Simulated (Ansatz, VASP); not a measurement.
## Two plane-wave programs on SnO2

The input INCAR:

```
SYSTEM = SnO2
PREC     = Accurate       ! precision mode
ENCUT    = 600            ! plane-wave cutoff, eV
EDIFF    = 1E-6           ! SCF threshold, eV
ISMEAR   = 0              ! smearing method
SIGMA    = 0.02           ! smearing width, eV
LREAL    = .FALSE.        ! projectors in reciprocal space
LASPH    = .TRUE.         ! aspherical terms in the spheres
NELM     = 80             ! most SCF steps
ALGO     = Normal         ! electronic algorithm
ISIF     = 3              ! what is computed and relaxed
LWAVE    = .FALSE.        ! write WAVECAR
LCHARG   = .FALSE.        ! write CHGCAR
GGA      = CA             ! functional
IBRION   = 2              ! ionic algorithm
NSW      = 100            ! ionic steps
EDIFFG   = -0.005         ! ionic threshold
LUSENCCL = .FALSE.
```

File KPOINTS:

```
regular mesh
0
G
  6 6 8
  0 0 0
```

File POSCAR:

```
SnO2
1.0
    4.7225687188      0.0000000000      0.0000000000
    0.0000000000      4.7305453610      0.0000000000
    0.0000000000      0.0000000000      3.1914103609
Sn O
2 4
Direct
    0.5000000000      0.5000000000      0.5000000000
    0.0000000000      0.0000000000      0.0000000000
    0.3054133971      0.3067841143      0.0000000000
    0.8054133971      0.1932158857      0.5000000000
    0.1945866029      0.8067841143      0.5000000000
    0.6945866029      0.6932158857      0.0000000000
```

Input for Ansatz:

```yaml
crystal:
  lattice:
    - [4.7225687246, 0.0, 0.0]
    - [0.0, 4.7305453502, 0.0]
    - [0.0, 0.0, 3.1914103631]
  atoms:
    - { symbol: Sn, position: [0.5, 0.5, 0.5] }
    - { symbol: Sn, position: [0.0, 0.0, 0.0] }
    - { symbol: O, position: [0.3054133998, 0.3067841122, 0.0] }
    - { symbol: O, position: [0.8054133998, 0.1932158878, 0.5] }
    - { symbol: O, position: [0.1945866002, 0.8067841122, 0.5] }
    - { symbol: O, position: [0.6945866002, 0.6932158878, 0.0] }
basis:
  ecutwfc: 420
kpoints:
  mp_grid: { grid: [6, 6, 8] }
hamiltonian:
  xc: lda
scf:
  occupations: { method: gaussian, width: 0.02 }
output:
  forces: true
  stress: true
  eigenvalues: true
  write_density: true
  write_potential: true
  elf: true
  volumetric_format: npy
relax:
  adjacent_minimum: "off"
  f_tol: 0.005
  max_steps: 80
  cell: { stress_tol: 0.05 }
```

Alike in both runs: task relaxation of cell and atoms; functional LDA; k mesh 6 × 6 × 8; occupations gaussian, width 0.02 eV; no spin polarisation.

|  | VASP | Ansatz |
| --- | --- | --- |
| version | VASP 6.6.1 | Ansatz 0.2.0 |
| potentials or method | VASP PAW LDA potentials, release 64 (Sn_d, O), cutoff 600 eV | scalar-relativistic, plane waves, PAW |
| valence electrons in the cell | 52 | 52 |

```tsv
	VASP	Ansatz	Ansatz less VASP
gap on the k mesh at the Fermi level, each at its own relaxed structure (eV)	1.15	1.16	+0.012
relaxed volume (Å³/atom)	11.90	11.86	-0.045
relaxed length of the cell vector where the two differ most in proportion (Å)	3.196	3.190	-0.0058
```

LDA's correlation is that of Perdew and Zunger in VASP and of Perdew and Wang (1992) in Ansatz.
